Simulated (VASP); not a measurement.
# GaSb (I-4m2) in VASP: a series of runs

The runs below take GaSb through single point, with PBEsol.

Everything below comes from runs of VASP 6.6.1. Logs are shortened: lines on timing, memory, paths and dates and some standing lists are left out, and cuts for length are marked.

**1. The cell of the first run**

The structure is tetragonal, space group I-4m2 (No. 119). Conventional cell: a = 5.507 Å, b = 5.507 Å, c = 3.181 Å, α = 90.00°, β = 90.00°, γ = 90.00°. Ga (site symmetry -4m2) has 8 Sb at 2.87 to 3.64 Å and 2 Ga at 3.18 Å within 3.8 Å. Sb (site symmetry -4m2) has 8 Ga at 2.87 to 3.64 Å and 2 Sb at 3.18 Å within 3.8 Å.

**2. Single point, PBEsol**

Contents of INCAR:

```
SYSTEM = GaSb
ALGO     = Normal         ! electronic algorithm
EDIFF    = 1E-6           ! SCF threshold, eV
ENCUT    = 500            ! plane-wave cutoff, eV
GGA      = PS             ! functional
GGA_COMPAT= .False.      
ISIF     = 2              ! what is computed and relaxed
ISMEAR   = -1             ! smearing method
LASPH    = .True.         ! aspherical terms in the spheres
LCHARG   = .True.         ! write CHGCAR
LELF     = .True.         ! ELF
LREAL    = .False.        ! projectors in reciprocal space
LVHAR    = .True.       
LWAVE    = .False.        ! write WAVECAR
NBANDS   = 16             ! bands
NELM     = 120            ! most SCF steps
PREC     = Accurate       ! precision mode
SIGMA    = 0.1            ! smearing width, eV
```

Contents of KPOINTS:

```
k-points
0
Gamma
  7 7 7
  0 0 0
```

Contents of POSCAR:

```
GaSb
1.0
   -2.7534340000      2.7534340000      1.5907070000
    2.7534340000     -2.7534340000      1.5907070000
    2.7534340000      2.7534340000     -1.5907070000
Ga Sb
1 1
Direct
    0.7500000000      0.2500000000      0.5000000000
    0.0000000000      0.0000000000      0.0000000000
```

Potentials or basis: VASP PAW PBE potentials, release 64 (Ga_d, Sb).

On the command line:

```console
$ cat potpaw_PBE.64/Ga_d/POTCAR potpaw_PBE.64/Sb/POTCAR > POTCAR
$ mpirun -np 1 vasp_std > vasp.out
```

OUTCAR:

```text
SYSTEM = GaSb
   EDIFF = 1E-6
   ENCUT = 500
   GGA = PS
   ISIF = 2
   ISMEAR = -1
   LASPH = .True.
   LREAL = .False.
   NELM = 120
   PREC = Accurate

 ion  position               nearest neighbor table
   1  0.750  0.250  0.500-   2 2.87   2 2.87   2 2.87   2 2.87
   2  0.000  0.000  0.000-   1 2.87   1 2.87   1 2.87   1 2.87

  LATTYP: Found a body centered tetragonal cell.
 ALAT       =     5.5068680000
 C/A-ratio  =     0.5777174975

  Lattice vectors:

 A1 = (  -2.7534340000,   2.7534340000,   1.5907070000)
 A2 = (   2.7534340000,  -2.7534340000,   1.5907070000)
 A3 = (   2.7534340000,   2.7534340000,  -1.5907070000)

Analysis of symmetry for initial positions (statically):
=====================================================================
 Subroutine PRICEL returns:
 Original cell was already a primitive cell.

 Routine SETGRP: Setting up the symmetry group for a
 body centered tetragonal supercell.

 Subroutine GETGRP returns: Found  8 space group operations
 (whereof  8 operations were pure point group operations)
 out of a pool of 16 trial point group operations.

The static configuration has the point symmetry D_2d.

Analysis of symmetry for dynamics (positions and initial velocities):
=====================================================================
 Subroutine PRICEL returns:
 Original cell was already a primitive cell.

 Routine SETGRP: Setting up the symmetry group for a
 body centered tetragonal supercell.

 Subroutine GETGRP returns: Found  8 space group operations
 (whereof  8 operations were pure point group operations)
 out of a pool of 16 trial point group operations.

The dynamic configuration has the point symmetry D_2d.

 Subroutine INISYM returns: Found  8 space group operations
 (whereof  8 operations are pure point group operations),
 and found     1 'primitive' translations

----------------------------------------------------------------------------------------

                                     Primitive cell

  volume of cell :      48.2391

  direct lattice vectors                    reciprocal lattice vectors
    -2.753434000  2.753434000  1.590707000     0.000000000  0.181591424  0.314325643
     2.753434000 -2.753434000  1.590707000     0.181591424  0.000000000  0.314325643
     2.753434000  2.753434000 -1.590707000     0.181591424  0.181591424  0.000000000

  length of vectors
     4.206322187  4.206322187  4.206322187     0.363009717  0.363009717  0.256809054

  position of ions in fractional coordinates (direct lattice)
     0.750000000  0.250000000  0.500000000
     0.000000000  0.000000000  0.000000000

[... 77 lines left out ...]
   LREAL  =      F    real-space projection
   EDIFFG = 0.1E-04   stopping-criterion for IOM
   NSW    =      0    number of steps for IOM
   IBRION =     -1    ionic relax: 0-MD 1-quasi-New 2-CG
   NFREE  =      0    steps in history (QN), initial steepest desc. (CG)
   ISIF   =      2    stress and relaxation
   ISYM   =      2    0-nonsym 1-usesym 2-fastsym
   POTIM  = 0.5000    time-step for ionic-motion
   TEBEG  =    0.0;   TEEND  =   0.0 temperature during run
   PSTRESS=    0.0 pullay stress
   NELECT =      18.0000    total number of electrons
   NUPDOWN=      -1.0000    fix difference up-down
   EMIN   =  10.00;   EMAX   =-10.00  energy-range for DOS
   EFERMI =   0.00;   METHOD = LEGACY
   ISMEAR =    -1;   SIGMA  =   0.10  broadening in eV -4-tet -1-fermi 0-gaus
   EFERMI_NEDOS =   21; number of points for ismear=-14 and -15
   IALGO  =     38    algorithm
   IMIX   =      4    mixing-type and parameters
     AMIX     =   0.40;   BMIX     =  1.00
     AMIX_MAG =   1.60;   BMIX_MAG =  1.00
  volume/ion in A,a.u.               =      24.12       162.77
  Fermi-wavevector in a.u.,A,eV,Ry     =   1.178598  2.227228 18.899772  1.389094
  Thomas-Fermi vector in A             =   2.314924
   LORBIT       =      0    0 simple, 1 ext, 2 COOP (PROOUT), +10 PAW based schemes
   GGA     = PS    functional components
   LHFCALC =     F    Hartree Fock is set to
   AEXX    =    0.0000 exact exchange contribution
   IVDW    =     0    specifies the selected vdW correction
   LEPSILON=     F    determine dielectric tensor
   LRPA    =     F    only Hartree local field effects (RPA)
 non-spin polarized calculation
  energy-cutoff  :      500.00
  volume of cell :       48.24
 maximum number of plane-waves:      1253
   NGX = 15   NGY = 15   NGZ = 15

 number of electron      17.9999994 magnetization

 Free energy of the ion-electron system (eV)
  ---------------------------------------------------
  ext. energy  EPLUGINS =         0.00000000
  ---------------------------------------------------
  free energy    TOTEN  =        -7.92092028 eV

  energy without entropy =       -7.90105537  energy(sigma->0) =       -7.91098783

 E-fermi :   6.3306     XC(G=0): -10.3610

 val. band max:        6.2350388416   @ k =  -0.4286   0.4286   0.1429
 cond. band min:       6.5399899754   @ k =   0.2857   0.1429   0.0000
 fundamental gap:      0.3049511339
 Fermi energy:         6.3306074993

 k-point     1 :       0.0000    0.0000    0.0000
  band No.  band energies     occupation
      1      -8.4788      2.00000
      2      -8.3941      2.00000
      3      -8.3870      2.00000
      4      -8.3659      2.00000
      5      -8.3659      2.00000
      6      -5.5398      2.00000
[... 433 lines left out ...]
      3      -8.3719      2.00000
      4      -8.3661      2.00000
      5      -8.3580      2.00000
      6      -4.0357      2.00000
[... 8 lines left out ...]
     15      16.2950      0.00000
     16      16.9274      0.00000

 [... further k-points ...]

------------------------ aborting loop because EDIFF is reached ----------------------------------------

  FORCE on cell =-STRESS in cart. coord.  units (eV):
  Direction    XX          YY          ZZ          XY          YZ          ZX
  --------------------------------------------------------------------------------------
  -------------------------------------------------------------------------------------
  Total       -0.5651788     -0.5651788     -1.4749145      0.0000000     -0.0000000      0.0000000
  in kB      -18.7714096    -18.7714096    -48.9866689      0.0000000     -0.0000000      0.0000000
  external PRESSURE =     -28.8431627 kB  Pullay stress =       0.0000000 kB

 VOLUME and BASIS-vectors are now :
 -----------------------------------------------------------------------------
  energy-cutoff  :      500.00
  volume of cell :       48.24
      direct lattice vectors                 reciprocal lattice vectors
    -2.753434000  2.753434000  1.590707000     0.000000000  0.181591424  0.314325643
     2.753434000 -2.753434000  1.590707000     0.181591424  0.000000000  0.314325643
     2.753434000  2.753434000 -1.590707000     0.181591424  0.181591424  0.000000000

 POSITION                                       TOTAL-FORCE (eV/Angst)
 -----------------------------------------------------------------------------------
      0.00000      2.75343      0.79535        -0.000000      0.000000      0.000000
      0.00000      0.00000      0.00000         0.000000     -0.000000     -0.000000
 -----------------------------------------------------------------------------------
    total drift:                               -0.000000      0.000000      0.000000

  FREE ENERGIE OF THE ION-ELECTRON SYSTEM (eV)
  ---------------------------------------------------
  free  energy   TOTEN  =        -7.9209202835 eV

  energy  without entropy=       -7.9010553701  energy(sigma->0) =       -7.91098783
```

OSZICAR:

```text
N       E                     dE             d eps       ncg     rms          rms(c)
DAV:   1     0.813276643739E+02    0.81328E+02   -0.80696E+03  1280   0.145E+03
DAV:   2    -0.208260780528E+01   -0.83410E+02   -0.80269E+02  1512   0.312E+02
DAV:   3    -0.785921516431E+01   -0.57766E+01   -0.57621E+01  1576   0.622E+01
DAV:   4    -0.795821055974E+01   -0.98995E-01   -0.98985E-01  1512   0.902E+00
DAV:   5    -0.796057955568E+01   -0.23690E-02   -0.23690E-02  1648   0.125E+00    0.237E+00
DAV:   6    -0.792883508934E+01    0.31744E-01   -0.56717E-02  1680   0.404E+00    0.131E+00
DAV:   7    -0.792144276595E+01    0.73923E-02   -0.13323E-02  1936   0.137E+00    0.278E-01
DAV:   8    -0.792092364365E+01    0.51912E-03   -0.17398E-03  1664   0.550E-01    0.309E-02
DAV:   9    -0.792092058213E+01    0.30615E-05   -0.84199E-05  1544   0.739E-02    0.179E-02
DAV:  10    -0.792092028351E+01    0.29862E-06   -0.69902E-06  1632   0.239E-02
   1 F= -.79209203E+01 E0= -.79109878E+01  d E =-.198649E-01
```

Run time: 18 s. Hardware: 1 thread of Intel Xeon Platinum 8259CL at 2.50GHz (Skylake/Cascade Lake), shared host; peak memory 0.19 GiB.

What came out:

```yaml
Free_energy: -7.9209 eV
Pressure: -2.9 GPa
Band_gap_on_the_k_mesh: zero (bands 9 and 10 overlap by 4.02 eV)
```

Stress tensor (GPa, compression positive):
```
-1.88  0.00  0.00
 0.00 -1.88  0.00
 0.00  0.00 -4.90
```

Levels at points of the mesh, in eV from the Fermi level:
| k point | band 7 | band 8 | band 9 | band 10 | band 11 | band 12 |
| --- | --- | --- | --- | --- | --- | --- |
| (0.00, 0.00, 0.00) | -2.87 | -1.78 | -1.78 | 3.48 | 5.07 | 7.17 |

Caveat: the PAW data sets were made with another functional, which shifts forces and pressure a little; spin-orbit coupling is left out, which moves the levels of the heavy elements.

**3. Single point, PBEsol**

Contents of INCAR:

```
SYSTEM = GaSb
  PREC = Accurate
  ENCUT = 500
  EDIFF = 1E-6
  ISMEAR = -1
  SIGMA = 0.1
  LREAL = .FALSE.
  LASPH = .TRUE.
  NELM = 120
  ALGO = Normal
  ISIF = 2
  LWAVE = .FALSE.
  LCHARG = .FALSE.
  GGA = PS
  NBANDS = 16
  GGA_COMPAT = .FALSE.
```

Contents of KPOINTS:

```
Automatic mesh
0
G
  8 8 8
  0 0 0
```

POSCAR is that of step 2.

Potentials or basis: VASP PAW PBE potentials, release 64 (Ga_d, Sb).

On the command line:

```console
$ cat potpaw_PBE.64/Ga_d/POTCAR potpaw_PBE.64/Sb/POTCAR > POTCAR
$ mpirun -np 1 vasp_std > vasp.out
```

Wall time 22 s (1 thread of Intel Xeon Platinum 8259CL at 2.50GHz (Skylake/Cascade Lake), shared host); peak memory 0.2 GiB.

It converged, with:

```
Free energy            : -7.8878 eV
Pressure               : -2.9 GPa
Band gap on the k mesh : zero (bands 9 and 10 overlap by 3.82 eV)
```

Stress tensor (GPa, compression positive):
```
-3.16  0.00  0.00
 0.00 -3.16  0.00
 0.00  0.00 -2.40
```

Levels at points of the mesh, in eV from the Fermi level:
```
           k point  band 5  band 6  band 7  band 8  band 9  band 10  band 11  band 12  band 13  band 14
(0.00, 0.00, 0.00)  -14.76  -11.92   -2.92   -1.83   -1.83     3.43     5.03     7.12     7.12     7.48
(0.50, 0.00, 0.00)  -14.74   -8.28   -5.59   -2.41   -1.46    -1.13     2.41     3.29     5.14     8.06
(0.50, 0.50, 0.00)  -14.75  -10.44   -8.01    0.05    1.81     2.16     2.36     4.57     6.53     8.42
(0.50, 0.50, 0.50)  -14.75   -9.28   -5.91   -4.94   -4.94     3.45     4.94    10.38    10.38    12.58
```

Caveat: the PAW data sets were made with another functional, which shifts forces and pressure a little; spin-orbit coupling is left out, which moves the levels of the heavy elements.

(Part 1 of 2 ends here.)
